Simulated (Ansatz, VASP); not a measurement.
# One calculation of NaI, two programs

INCAR

```
PREC = Accurate ; ENCUT = 520
EDIFF = 1E-7 ; ISMEAR = -1
SIGMA = 0.02 ; LREAL = False
LASPH = True ; NELM = 100
ALGO = Normal ; ISIF = 2
LWAVE = False ; LCHARG = False
GGA = PE ; NBANDS = 14
```

KPOINTS

```
regular mesh
0
Gamma
  8 8 8
```

File POSCAR:

```
NaI
1.0
    0.0000000000      3.2943149593      3.2028787097
    3.2943149593      0.0000000000      3.2028787097
    3.2943149593      3.2943149593      0.0000000000
Na I
1 1
Direct
    0.0000000000      0.0000000000      0.0000000000
    0.5000000000      0.5000000000      0.5000000000
```

Input for Ansatz:

```yaml
crystal:
  lattice:
    - [0.0, 3.2943149593, 3.2028787097]
    - [3.2943149593, 0.0, 3.2028787097]
    - [3.2943149593, 3.2943149593, 0.0]
  atoms:
    - { symbol: Na, position: [0.0, 0.0, 0.0] }
    - { symbol: I, position: [0.5, 0.5, 0.5] }
kpoints:
  mp_grid: { grid: [8, 8, 8] }
  band_path:
    path:
      - [0.0, 0.0, 0.0]
      - [0.5, 0.0, 0.5]
      - [0.625, 0.25, 0.625]
      - [0.375, 0.375, 0.75]
      - [0.5, 0.5, 0.5]
      - [0.5, 0.25, 0.75]
    npoints: 1
hamiltonian:
  xc: pbe
scf:
  occupations: { method: fermi_dirac, width: 0.02 }
  n_extra_bands: 4
output:
  forces: true
  stress: true
  eigenvalues: true
```

Change from the starting cell: epitaxial_xy strain +2.0%.

Alike in both runs: task single point; functional PBE; k mesh 8 × 8 × 8; occupations fermi-dirac, width 0.02 eV; no spin polarisation.

|  | VASP | Ansatz |
| --- | --- | --- |
| version | VASP 6.6.1 | Ansatz 0.2.0 |
| potentials or method | VASP PAW PBE potentials, release 64 (Na_pv, I) | plane waves, PAW |
| plane-wave cutoff (eV) | 520 | 420 |
| valence electrons in the cell | 14 | 26 |

Ansatz gave:

```
gap on the k mesh at the Fermi level (eV)                     : 3.57
pressure (GPa)                                                : 0.0
traceless stress, the component that is largest in VASP (GPa) : 0.43
```

**Question.** Estimate VASP's values.

**Answer.** gap on the k mesh at the Fermi level (eV): 3.57; pressure (GPa): 0.1; traceless stress, the component that is largest in VASP (GPa): 0.43.

With one functional, cell and mesh, what is left measures potentials, basis and numerics. VASP's potentials hold 14 valence electrons a cell and Ansatz's 26, so a difference there can come from the potentials and not from the codes.

Spin-orbit coupling is off throughout.
